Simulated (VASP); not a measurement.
# Sn5GeSe6 (P-3m1) in VASP: a series of runs, part 2 of 2

VASP 6.6.1. The steps go on from the part before.

### 3 Single point, PBE

This run uses another cell than the first one, of 27.43 Å³/atom.

File INCAR:

```
  ALGO = Normal
  EDIFF = 1E-6
  ENCUT = 520
  GGA = PE
  ISIF = 2
  ISMEAR = 0
  LASPH = True
  LCHARG = True
  LELF = True
  LREAL = False
  LVHAR = True
  LWAVE = False
  NBANDS = 72
  NELM = 80
  PREC = Accurate
  SIGMA = 0.1
```

File KPOINTS:

```
k-points
0
Gamma
  6 6 1
```

File POSCAR:

```
Sn5GeSe6
1.0
    4.2651319400      0.0000000000      0.0000000000
   -2.1325659700      3.6937126100      0.0000000000
    0.0000000000      0.0000000000     20.8947938800
Sn Ge Se
5 1 6
Direct
    0.3333333300      0.6666666700      0.8333333300
    0.6666666700      0.3333333300      0.6666666700
    0.3333333300      0.6666666700      0.3333333300
    0.6666666700      0.3333333300      0.1666666700
    0.0000000000      0.0000000000      0.0000000000
    0.0000000000      0.0000000000      0.5000000000
    0.0000000000      0.0000000000      0.7500000000
    0.3333333300      0.6666666700      0.5833333300
    0.6666666700      0.3333333300      0.4166666700
    0.0000000000      0.0000000000      0.2500000000
    0.3333333300      0.6666666700      0.0833333300
    0.6666666700      0.3333333300      0.9166666700
```

Potentials or basis: VASP PAW PBE potentials, release 64 (Sn_d, Ge_d, Se).

On the command line:

```console
$ cat potpaw_PBE.64/Sn_d/POTCAR potpaw_PBE.64/Ge_d/POTCAR potpaw_PBE.64/Se/POTCAR > POTCAR
$ mpirun -np 1 vasp_std > vasp.out
```

OUTCAR:

```text
EDIFF = 1E-6
   ENCUT = 520
   GGA = PE
   ISIF = 2
   ISMEAR = 0
   LASPH = True
   LREAL = False
   NELM = 80
   PREC = Accurate

 ion  position               nearest neighbor table
   1  0.333  0.667  0.833-   7 3.02   7 3.02   7 3.02  12 3.02  12 3.02  12 3.02
   2  0.667  0.333  0.667-   7 3.02   7 3.02   7 3.02   8 3.02   8 3.02   8 3.02
   3  0.333  0.667  0.333-  10 3.02  10 3.02  10 3.02   9 3.02   9 3.02   9 3.02
   4  0.667  0.333  0.167-  10 3.02  10 3.02  10 3.02  11 3.02  11 3.02  11 3.02
   5  0.000  0.000  0.000-  11 3.02  12 3.02  11 3.02  12 3.02  12 3.02  11 3.02
   6  0.000  0.000  0.500-
   7  0.000  0.000  0.750-   1 3.02   2 3.02   1 3.02   2 3.02   2 3.02   1 3.02
   8  0.333  0.667  0.583-   2 3.02   2 3.02   2 3.02
   9  0.667  0.333  0.417-   3 3.02   3 3.02   3 3.02
  10  0.000  0.000  0.250-   3 3.02   4 3.02   3 3.02   4 3.02   4 3.02   3 3.02
  11  0.333  0.667  0.083-   5 3.02   5 3.02   5 3.02   4 3.02   4 3.02   4 3.02
  12  0.667  0.333  0.917-   5 3.02   5 3.02   5 3.02   1 3.02   1 3.02   1 3.02

  LATTYP: Found a hexagonal cell.
 ALAT       =     4.2651319400
 C/A-ratio  =     4.8989794862

  Lattice vectors:

 A1 = (   4.2651319400,   0.0000000000,   0.0000000000)
 A2 = (  -2.1325659700,   3.6937126100,   0.0000000000)
 A3 = (   0.0000000000,   0.0000000000,  20.8947938800)

Analysis of symmetry for initial positions (statically):
=====================================================================
 Subroutine PRICEL returns:
 Original cell was already a primitive cell.

 Routine SETGRP: Setting up the symmetry group for a
 hexagonal supercell.

 Subroutine GETGRP returns: Found 12 space group operations
 (whereof 12 operations were pure point group operations)
 out of a pool of 24 trial point group operations.

The static configuration has the point symmetry D_3d.

Analysis of symmetry for dynamics (positions and initial velocities):
[... 141 lines left out ...]
   IVDW    =     0    specifies the selected vdW correction
   LEPSILON=     F    determine dielectric tensor
   LRPA    =     F    only Hartree local field effects (RPA)
 non-spin polarized calculation
 Gauss-broadening in eV      SIGMA  =   0.10
  energy-cutoff  :      520.00
  volume of cell :      329.18
 maximum number of plane-waves:      8928
 NGX is ok and might be reduce to    32
   NGX = 15   NGY = 15   NGZ = 77

 number of electron     120.0000032 magnetization

 Free energy of the ion-electron system (eV)
  ---------------------------------------------------
  ext. energy  EPLUGINS =         0.00000000
  ---------------------------------------------------
  free energy    TOTEN  =       -49.35735311 eV

  energy without entropy =      -49.35707585  energy(sigma->0) =      -49.35721448

 E-fermi :   5.3305     XC(G=0):  -9.5113

 val. band max:        5.1369681556   @ k =   0.0000   0.0000   0.0000
 cond. band min:       5.5155672035   @ k =   0.0000   0.0000   0.0000
 fundamental gap:      0.3785990479
 Fermi energy:         5.3305163200

 k-point     1 :       0.0000    0.0000    0.0000
  band No.  band energies     occupation
      1     -20.0858      2.00000
      2     -20.0858      2.00000
      3     -20.0839      2.00000
      4     -20.0831      2.00000
      5     -20.0831      2.00000
      6     -16.5201      2.00000
[... 514 lines left out ...]
     71       9.1868      0.00000
     72       9.1868      0.00000

------------------------ aborting loop because EDIFF is reached ----------------------------------------

  FORCE on cell =-STRESS in cart. coord.  units (eV):
  Direction    XX          YY          ZZ          XY          YZ          ZX
  --------------------------------------------------------------------------------------
  -------------------------------------------------------------------------------------
  Total       -1.9401454     -1.9401454     -1.8833783      0.0000000      0.0000000     -0.0000000
  in kB       -9.4430264     -9.4430264     -9.1667309      0.0000000      0.0000000     -0.0000000
  external PRESSURE =      -9.3509279 kB  Pullay stress =       0.0000000 kB

 VOLUME and BASIS-vectors are now :
 -----------------------------------------------------------------------------
  energy-cutoff  :      520.00
  volume of cell :      329.18
      direct lattice vectors                 reciprocal lattice vectors
     4.265131940  0.000000000  0.000000000     0.234459335  0.135365160  0.000000000
    -2.132565970  3.693712610  0.000000000     0.000000000  0.270730321  0.000000000
     0.000000000  0.000000000 20.894793880     0.000000000  0.000000000  0.047858811

 POSITION                                       TOTAL-FORCE (eV/Angst)
 -----------------------------------------------------------------------------------
     -0.00000      2.46248     17.41233         0.000000      0.000000     -0.019518
      2.13257      1.23124     13.92986        -0.000000     -0.000000     -0.167112
     -0.00000      2.46248      6.96493         0.000000      0.000000      0.167112
      2.13257      1.23124      3.48247         0.000000      0.000000      0.019518
      0.00000      0.00000      0.00000        -0.000000      0.000000     -0.000000
      0.00000      0.00000     10.44740        -0.000000      0.000000     -0.000000
      0.00000      0.00000     15.67110        -0.000000      0.000000      0.029610
     -0.00000      2.46248     12.18863        -0.000000      0.000000     -0.526403
      2.13257      1.23124      8.70616        -0.000000      0.000000      0.526403
      0.00000      0.00000      5.22370        -0.000000     -0.000000     -0.029610
     -0.00000      2.46248      1.74123        -0.000000      0.000000     -0.008366
      2.13257      1.23124     19.15356         0.000000     -0.000000      0.008366
 -----------------------------------------------------------------------------------
    total drift:                               -0.000000      0.000000     -0.000000

  FREE ENERGIE OF THE ION-ELECTRON SYSTEM (eV)
  ---------------------------------------------------
  free  energy   TOTEN  =       -49.3573531055 eV

  energy  without entropy=      -49.3570758478  energy(sigma->0) =      -49.35721448
```

OSZICAR:

```text
N       E                     dE             d eps       ncg     rms          rms(c)
DAV:   1     0.140222543400E+04    0.14022E+04   -0.54142E+04  1224   0.238E+03
DAV:   2     0.248642472749E+03   -0.11536E+04   -0.11188E+04  1008   0.744E+02
DAV:   3    -0.239624958573E+02   -0.27260E+03   -0.26411E+03  1144   0.239E+02
DAV:   4    -0.494444185532E+02   -0.25482E+02   -0.24993E+02  1184   0.740E+01
DAV:   5    -0.504507281711E+02   -0.10063E+01   -0.10001E+01  1232   0.154E+01    0.738E+00
DAV:   6    -0.493441635864E+02    0.11066E+01   -0.27733E+00  1328   0.591E+00    0.445E+00
DAV:   7    -0.493599673938E+02   -0.15804E-01   -0.96463E-01  1352   0.259E+00    0.157E+00
DAV:   8    -0.493565166249E+02    0.34508E-02   -0.13246E-01  1208   0.175E+00    0.363E-01
DAV:   9    -0.493570197816E+02   -0.50316E-03   -0.20804E-02  1280   0.134E+00    0.160E-01
DAV:  10    -0.493570399837E+02   -0.20202E-04   -0.65401E-03  1208   0.381E-01    0.876E-02
DAV:  11    -0.493572867761E+02   -0.24679E-03   -0.15102E-03  1120   0.237E-01    0.455E-02
DAV:  12    -0.493573554211E+02   -0.68645E-04   -0.41131E-04  1264   0.104E-01    0.171E-02
DAV:  13    -0.493573566387E+02   -0.12176E-05   -0.44502E-05  1312   0.382E-02    0.127E-02
DAV:  14    -0.493573537031E+02    0.29355E-05   -0.27196E-05  1128   0.295E-02    0.377E-03
DAV:  15    -0.493573531055E+02    0.59760E-06   -0.37655E-06   912   0.991E-03
   1 F= -.49357353E+02 E0= -.49357214E+02  d E =-.277258E-03
```

stdout:

```text
POSCAR found type information on POSCAR SnGeSe
 POSCAR found :  3 types and      12 ions
 scaLAPACK will be used
 LDA part: xc-table for (Slater+PW92), standard interpolation
 POSCAR, INCAR and KPOINTS ok, starting setup
 FFT: planning ... GRIDC
 FFT: planning ... GRID_SOFT
 FFT: planning ... GRID
 WAVECAR not read
 entering main loop
```

Run time: 3.6 min. Hardware: 1 thread of Intel Xeon Platinum 8259CL at 2.50GHz (Skylake/Cascade Lake), shared host; peak memory 0.47 GiB.

Results:

```yaml
Free_energy: -49.3574 eV
Pressure: -0.9 GPa
Largest_force: 0.526 eV/Å
Band_gap_on_the_k_mesh: 0.38 eV
```

Forces in eV/Å, atoms in the order of the input:
```
Sn   0.000  0.000 -0.020
Sn   0.000  0.000 -0.167
Sn   0.000  0.000  0.167
Sn   0.000  0.000  0.020
Sn   0.000  0.000  0.000
Ge   0.000  0.000  0.000
Se   0.000  0.000  0.030
Se   0.000  0.000 -0.526
Se   0.000  0.000  0.526
Se   0.000  0.000 -0.030
Se   0.000  0.000 -0.008
Se   0.000  0.000  0.008
```

Caveat: spin-orbit coupling is left out, which moves the levels of the heavy elements; an odd mesh through Γ misses points on the zone boundary, where band edges can lie.
